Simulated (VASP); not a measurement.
# Rh (Fm-3m) in VASP: notebook

Rh is run at these levels: PBE; tasks: single point.

Program: VASP 6.6.1. These are calculated values, not measurements. Logs are shortened: lines on timing, memory, paths and dates and some standing lists are left out, and cuts for length are marked.

### Step 1. The cell of the first run

Symmetry: Fm-3m, No. 225, cubic system. Conventional cell: a = 3.906 Å, b = 3.906 Å, c = 3.906 Å, α = 90.00°, β = 90.00°, γ = 90.00°. Within 3.6 Å of Rh (site symmetry m-3m) lie 12 Rh at 2.76 Å.

### Step 2. Single point, PBE

The input, INCAR:

```
SYSTEM = Rh
  ALGO = Normal
  EDIFF = 1E-6
  ENCUT = 520
  GGA = PE
  ISIF = 2
  ISMEAR = -1
  LASPH = .True.
  LCHARG = .False.
  LREAL = .False.
  LWAVE = .False.
  NBANDS = 14
  NELM = 80
  PREC = Accurate
  SIGMA = 0.06122561905347299
```

The input, KPOINTS:

```
k-points
0
Gamma
  25 25 25
  0 0 0
```

The input, POSCAR:

```
Rh
1.0
    0.0000000000      1.9530133223      1.9530133223
    1.9530133223      0.0000000000      1.9530133223
    1.9530133223      1.9530133223      0.0000000000
Rh
1
Direct
    0.0000000000      0.0000000000      0.0000000000
```

Potentials or basis: VASP PAW PBE potentials, release 64 (Rh_pv).

Command:

```sh
$ cat potpaw_PBE.64/Rh_pv/POTCAR > POTCAR
$ mpirun -np 1 vasp_std > vasp.out
```

OUTCAR:

```text
SYSTEM = Rh
   EDIFF = 1E-6
   ENCUT = 520
   GGA = PE
   ISIF = 2
   ISMEAR = -1
   LASPH = .True.
   LREAL = .False.
   NELM = 80
   PREC = Accurate

 ion  position               nearest neighbor table
   1  0.000  0.000  0.000-

  LATTYP: Found a face centered cubic cell.
 ALAT       =     3.9060266446

  Lattice vectors:

 A1 = (   0.0000000000,   1.9530133223,   1.9530133223)
 A2 = (   1.9530133223,   0.0000000000,   1.9530133223)
 A3 = (   1.9530133223,   1.9530133223,   0.0000000000)

Analysis of symmetry for initial positions (statically):
=====================================================================
 Subroutine PRICEL returns:
 Original cell was already a primitive cell.

 Routine SETGRP: Setting up the symmetry group for a
 face centered cubic supercell.

 Subroutine GETGRP returns: Found 48 space group operations
 (whereof 48 operations were pure point group operations)
 out of a pool of 48 trial point group operations.

The static configuration has the point symmetry O_h .

Analysis of symmetry for dynamics (positions and initial velocities):
=====================================================================
 Subroutine PRICEL returns:
 Original cell was already a primitive cell.

 Routine SETGRP: Setting up the symmetry group for a
 face centered cubic supercell.

 Subroutine GETGRP returns: Found 48 space group operations
 (whereof 48 operations were pure point group operations)
 out of a pool of 48 trial point group operations.

The dynamic configuration has the point symmetry O_h .

 Subroutine INISYM returns: Found 48 space group operations
 (whereof 48 operations are pure point group operations),
 and found     1 'primitive' translations

----------------------------------------------------------------------------------------

                                     Primitive cell

  volume of cell :      14.8986

  direct lattice vectors                    reciprocal lattice vectors
     0.000000000  1.953013322  1.953013322    -0.256014639  0.256014639  0.256014639
     1.953013322  0.000000000  1.953013322     0.256014639 -0.256014639  0.256014639
     1.953013322  1.953013322  0.000000000     0.256014639  0.256014639 -0.256014639

  length of vectors
     2.761977928  2.761977928  2.761977928     0.443430362  0.443430362  0.443430362

  position of ions in fractional coordinates (direct lattice)
     0.000000000  0.000000000  0.000000000

  ion indices of the primitive-cell ions
   primitive index   ion index
                 1           1

----------------------------------------------------------------------------------------

 KPOINTS: k-points

Automatic generation of k-mesh.
 Grid dimensions read from file:
 generate k-points for:   25   25   25

 Generating k-lattice:

  Cartesian coordinates                     Fractional coordinates (reciprocal lattice)
    -0.010240586  0.010240586  0.010240586     0.040000000  0.000000000  0.000000000
     0.010240586 -0.010240586  0.010240586     0.000000000  0.040000000  0.000000000
     0.010240586  0.010240586 -0.010240586     0.000000000  0.000000000  0.040000000

  Length of vectors
     0.017737214  0.017737214  0.017737214

  Shift w.r.t. Gamma in fractional coordinates (k-lattice)
     0.000000000  0.000000000  0.000000000

 Subroutine IBZKPT returns following result:
 ===========================================

 Found    455 irreducible k-points:

 Following reciprocal coordinates:
            Coordinates               Weight
  0.000000  0.000000  0.000000      1.000000
  0.040000  0.000000  0.000000      8.000000
  0.080000  0.000000  0.000000      8.000000
  0.120000  0.000000  0.000000      8.000000
  0.160000  0.000000  0.000000      8.000000
  0.200000  0.000000  0.000000      8.000000
[... 16 lines left out ...]
  0.400000  0.040000  0.000000     24.000000
  0.440000  0.040000  0.000000     24.000000
 [... further k-points ...]
   k-points           NKPTS =    455   k-points in BZ     NKDIM =    455   number of bands    NBANDS=     14
   number of dos      NEDOS =    301   number of ions     NIONS =      1
   total plane-waves  NPLWV =  13824
   dimension x,y,z NGX =    24 NGY =   24 NGZ =   24
   dimension x,y,z NGXF=    48 NGYF=   48 NGZF=   48
   ions per type =               1
   NGX,Y,Z   is equivalent  to a cutoff of  14.45, 14.45, 14.45 a.u.
   NGXF,Y,Z  is equivalent  to a cutoff of  28.89, 28.89, 28.89 a.u.
 SYSTEM =  Rh
   PREC   = accura    normal or accurate (medium, high low for compatibility)
   ISTART =      0    job   : 0-new  1-cont  2-samecut
   ICHARG =      2    charge: 1-file 2-atom 10-const
   ISPIN  =      1    spin polarized calculation?
   LNONCOLLINEAR =      F non collinear calculations
   LSORBIT =      F    spin-orbit coupling
   LASPH  =      T    aspherical Exc in radial PAW
   ENCUT  =  520.0 eV  38.22 Ry    6.18 a.u.   5.14  5.14  5.14*2*pi/ulx,y,z
   NELM   =     80;   NELMIN=  2; NELMDL= -5     # of ELM steps
   EDIFF  = 0.1E-05   stopping-criterion for ELM
   LREAL  =      F    real-space projection
   EDIFFG = 0.1E-04   stopping-criterion for IOM
   NSW    =      0    number of steps for IOM
   IBRION =     -1    ionic relax: 0-MD 1-quasi-New 2-CG
   NFREE  =      0    steps in history (QN), initial steepest desc. (CG)
   ISIF   =      2    stress and relaxation
   ISYM   =      2    0-nonsym 1-usesym 2-fastsym
   POTIM  = 0.5000    time-step for ionic-motion
   TEBEG  =    0.0;   TEEND  =   0.0 temperature during run
   PSTRESS=    0.0 pullay stress
   NELECT =      15.0000    total number of electrons
   NUPDOWN=      -1.0000    fix difference up-down
   EMIN   =  10.00;   EMAX   =-10.00  energy-range for DOS
   EFERMI =   0.00;   METHOD = LEGACY
   ISMEAR =    -1;   SIGMA  =   0.06  broadening in eV -4-tet -1-fermi 0-gaus
   EFERMI_NEDOS =   21; number of points for ismear=-14 and -15
   IALGO  =     38    algorithm
   IMIX   =      4    mixing-type and parameters
     AMIX     =   0.40;   BMIX     =  1.00
     AMIX_MAG =   1.60;   BMIX_MAG =  1.00
  volume/ion in A,a.u.               =      14.90       100.54
  Fermi-wavevector in a.u.,A,eV,Ry     =   1.640804  3.100670 36.630120  2.692238
  Thomas-Fermi vector in A             =   2.731381
   LORBIT       =      0    0 simple, 1 ext, 2 COOP (PROOUT), +10 PAW based schemes
   GGA     = PE    functional components
   LHFCALC =     F    Hartree Fock is set to
   AEXX    =    0.0000 exact exchange contribution
   IVDW    =     0    specifies the selected vdW correction
   LEPSILON=     F    determine dielectric tensor
   LRPA    =     F    only Hartree local field effects (RPA)
 non-spin polarized calculation
  energy-cutoff  :      520.00
  volume of cell :       14.90
 maximum number of plane-waves:       415
 NGX is ok and might be reduce to    24
   NGX = 11   NGY = 11   NGZ = 11

 number of electron      15.0000001 magnetization

 Free energy of the ion-electron system (eV)
  ---------------------------------------------------
  ext. energy  EPLUGINS =         0.00000000
  ---------------------------------------------------
  free energy    TOTEN  =        -7.23144157 eV

  energy without entropy =       -7.21245681  energy(sigma->0) =       -7.22194919

 E-fermi :  10.4839     XC(G=0): -13.5192

 val. band max:       10.4834009790   @ k =  -0.2800   0.2800   0.1200
 cond. band min:      10.4862455370   @ k =   0.4400   0.3600   0.0800
 fundamental gap:      0.0028445580
 Fermi energy:        10.4839196642

 k-point     1 :       0.0000    0.0000    0.0000
  band No.  band energies     occupation
      1     -35.7525      2.00000
      2     -35.7525      2.00000
      3     -35.7525      2.00000
      4       3.1123      2.00000
      5       7.7729      2.00000
      6       7.7729      2.00000
      7       7.7729      2.00000
      8       9.6079      2.00000
      9       9.6079      2.00000
     10      26.5086      0.00000
     11      31.2577      0.00000
     12      31.5198      0.00000
     13      31.5198      0.00000
     14      31.5198      0.00000

 k-point     2 :       0.0400    0.0000    0.0000
  band No.  band energies     occupation
      1     -35.7614      2.00000
      2     -35.7537      2.00000
      3     -35.7537      2.00000
      4       3.1725      2.00000
      5       7.7475      2.00000
      6       7.7958      2.00000
      7       7.7958      2.00000
      8       9.5954      2.00000
      9       9.5954      2.00000
     10      26.5892      0.00000
     11      31.1324      0.00000
     12      31.2613      0.00000
     13      31.6014      0.00000
     14      31.6014      0.00000

 k-point     3 :       0.0800    0.0000    0.0000
  band No.  band energies     occupation
      1     -35.7876      2.00000
      2     -35.7574      2.00000
      3     -35.7574      2.00000
      4       3.3495      2.00000
      5       7.6775      2.00000
      6       7.8602      2.00000
      7       7.8602      2.00000
      8       9.5634      2.00000
      9       9.5634      2.00000
     10      26.8148      0.00000
     11      30.2306      0.00000
     12      31.2594      0.00000
     13      31.8414      0.00000
     14      31.8414      0.00000

 k-point     4 :       0.1200    0.0000    0.0000
  band No.  band energies     occupation
      1     -35.8292      2.00000
      2     -35.7631      2.00000
      3     -35.7631      2.00000
      4       3.6318      2.00000
      5       7.5818      2.00000
      6       7.9519      2.00000
      7       7.9519      2.00000
      8       9.5284      2.00000
      9       9.5284      2.00000
     10      27.1282      0.00000
     11      29.1325      0.00000
     12      31.2595      0.00000
     13      32.2248      0.00000
     14      32.2248      0.00000

 k-point     5 :       0.1600    0.0000    0.0000
  band No.  band energies     occupation
      1     -35.8835      2.00000
      2     -35.7707      2.00000
      3     -35.7707      2.00000
      4       3.9957      2.00000
      5       7.4938      2.00000
      6       8.0447      2.00000
      7       8.0447      2.00000
      8       9.5195      2.00000
      9       9.5195      2.00000
     10      27.3278      0.00000
     11      28.0884      0.00000
[... 276 lines left out ...]
 k-point    22 :       0.3600    0.0400    0.0000
  band No.  band energies     occupation
      1     -36.1874      2.00000
      2     -35.8205      2.00000
      3     -35.8141      2.00000
      4       5.1640      2.00000
      5       7.8705      2.00000
      6       7.9603      2.00000
      7       8.7950      2.00000
      8      10.4223      1.46447
      9      10.5146      0.75442
     10      21.7533      0.00000
     11      26.9287      0.00000
     12      31.2586      0.00000
     13      31.9661      0.00000
     14      33.0213      0.00000

 k-point    23 :       0.4000    0.0400    0.0000
  band No.  band energies     occupation
      1     -36.2372      2.00000
      2     -35.8266      2.00000
      3     -35.8225      2.00000
      4       5.1357      2.00000
      5       7.7833      2.00000
      6       7.8764      2.00000
      7       9.4635      2.00000
      8      10.7350      0.03259
      9      10.8442      0.00555
     10      20.4632      0.00000
     11      26.5471      0.00000
     12      31.2584      0.00000
     13      31.4528      0.00000
     14      32.1705      0.00000

 k-point    24 :       0.4400    0.0400    0.0000
  band No.  band energies     occupation
      1     -36.2741      2.00000
      2     -35.8306      2.00000
      3     -35.8294      2.00000
      4       5.0944      2.00000
      5       7.7176      2.00000
      6       7.8080      2.00000
      7      10.0109      1.99912
      8      10.8967      0.00236
      9      11.3231      0.00000
     10      19.3425      0.00000
     11      26.2615      0.00000
     12      31.0793      0.00000
     13      31.2573      0.00000
     14      31.4883      0.00000

 [... further k-points ...]
[... 5 lines left out ...]
  --------------------------------------------------------------------------------------
  -------------------------------------------------------------------------------------
  Total       -1.1950484     -1.1950484     -1.1950484      0.0000000      0.0000000      0.0000000
  in kB     -128.5140073   -128.5140073   -128.5140073      0.0000000      0.0000000      0.0000000
  external PRESSURE =    -128.5140073 kB  Pullay stress =       0.0000000 kB

 VOLUME and BASIS-vectors are now :
 -----------------------------------------------------------------------------
  energy-cutoff  :      520.00
  volume of cell :       14.90
      direct lattice vectors                 reciprocal lattice vectors
     0.000000000  1.953013322  1.953013322    -0.256014639  0.256014639  0.256014639
     1.953013322  0.000000000  1.953013322     0.256014639 -0.256014639  0.256014639
     1.953013322  1.953013322  0.000000000     0.256014639  0.256014639 -0.256014639

 POSITION                                       TOTAL-FORCE (eV/Angst)
 -----------------------------------------------------------------------------------
      0.00000      0.00000      0.00000         0.000000      0.000000      0.000000
 -----------------------------------------------------------------------------------
    total drift:                               -0.000000      0.000000     -0.000000

  FREE ENERGIE OF THE ION-ELECTRON SYSTEM (eV)
  ---------------------------------------------------
  free  energy   TOTEN  =        -7.2314415697 eV

  energy  without entropy=       -7.2124568068  energy(sigma->0) =       -7.22194919
```

Run time: 35 s. Hardware: 1 thread of Intel Xeon Platinum 8559C (Emerald Rapids), shared host; peak memory 0.21 GiB.

What came out:

```
Free energy            : -7.2314 eV
Pressure               : -12.9 GPa
Band gap on the k mesh : zero (an odd number of electrons rules out a gap without spin polarisation)
```

Levels at points of the mesh, in eV from the Fermi level:
```tsv
k point	band 5	band 6	band 7	band 8	band 9	band 10
(0.00, 0.00, 0.00)	-2.71	-2.71	-2.71	-0.88	-0.88	16.02
```

Caveat: the cell stands under tension.

### Step 3. Single point, PBE

The input, INCAR:

```
ALGO     = Normal         # electronic algorithm
EDIFF    = 1E-6           # SCF threshold, eV
ENCUT    = 520            # plane-wave cutoff, eV
GGA      = PE             # functional
ISIF     = 2              # what is computed and relaxed
ISMEAR   = -1             # smearing method
LASPH    = True           # aspherical terms in the spheres
LCHARG   = False          # write CHGCAR
LREAL    = False          # projectors in reciprocal space
LWAVE    = False          # write WAVECAR
NBANDS   = 14             # bands
NELM     = 100            # most SCF steps
PREC     = Accurate       # precision mode
SIGMA    = 0.06122561905347299 # smearing width, eV
```

The input, KPOINTS:

```
k-points
0
Gamma
  25 25 25
```

POSCAR is that of step 2.

Potentials or basis: VASP PAW PBE potentials, release 64 (Rh_pv).

Command:

```sh
$ cat potpaw_PBE.64/Rh_pv/POTCAR > POTCAR
$ mpirun -np 1 vasp_std > vasp.out
```

Wall time 34 s (1 thread of Intel Xeon Platinum 8559C (Emerald Rapids), shared host); peak memory 0.21 GiB.

The run converged. Its results:

```
Free energy            : -7.2314 eV
Pressure               : -12.9 GPa
Band gap on the k mesh : zero (an odd number of electrons rules out a gap without spin polarisation)
```

Levels at points of the mesh, in eV from the Fermi level:
```tsv
k point	band 4	band 5	band 6	band 7	band 8	band 9	band 10	band 11
(0.00, 0.00, 0.00)	-7.37	-2.71	-2.71	-2.71	-0.88	-0.88	16.02	20.77
```

Caveat: the cell stands under tension.

### Step 4. Single point, PBE

This run uses another cell than the first one, of 13.21 Å³/atom.

The input, INCAR:

```
  ALGO = Normal
  EDIFF = 1E-6
  ENCUT = 520
  GGA = PE
  ISIF = 2
  ISMEAR = -1
  LASPH = T
  LCHARG = T
  LELF = T
  LREAL = F
  LVHAR = T
  LWAVE = F
  NBANDS = 14
  NELM = 60
  PREC = Accurate
  SIGMA = 0.06122561905347299
```

The input, KPOINTS:

```
k-points
0
Gamma
  49 49 49
```

The input, POSCAR:

```
Rh
1.0
    0.0000000000      1.8763443129      1.8763443129
    1.8763443129      0.0000000000      1.8763443129
    1.8763443129      1.8763443129      0.0000000000
Rh
1
Direct
    0.0000000000      0.0000000000      0.0000000000
```

Command:

```sh
$ cat potpaw_PBE.64/Rh_pv/POTCAR > POTCAR
$ mpirun -np 1 vasp_std > vasp.out
```

Run time: 3.3 min. Hardware: 1 thread of Intel Xeon Platinum 8559C (Emerald Rapids), shared host; peak memory 0.56 GiB.

Results (log left out):

```
Free energy            : -7.2206 eV
Pressure               : 18.6 GPa
Band gap on the k mesh : zero (an odd number of electrons rules out a gap without spin polarisation)
```

Levels at points of the mesh, in eV from the Fermi level:
```
           k point  band 3  band 4  band 5  band 6  band 7  band 8  band 9  band 10  band 11  band 12
(0.00, 0.00, 0.00)  -46.45   -8.25   -3.27   -3.27   -3.27   -1.05   -1.05    15.96    20.42    21.65
```

Caveat: the cell stands under pressure.
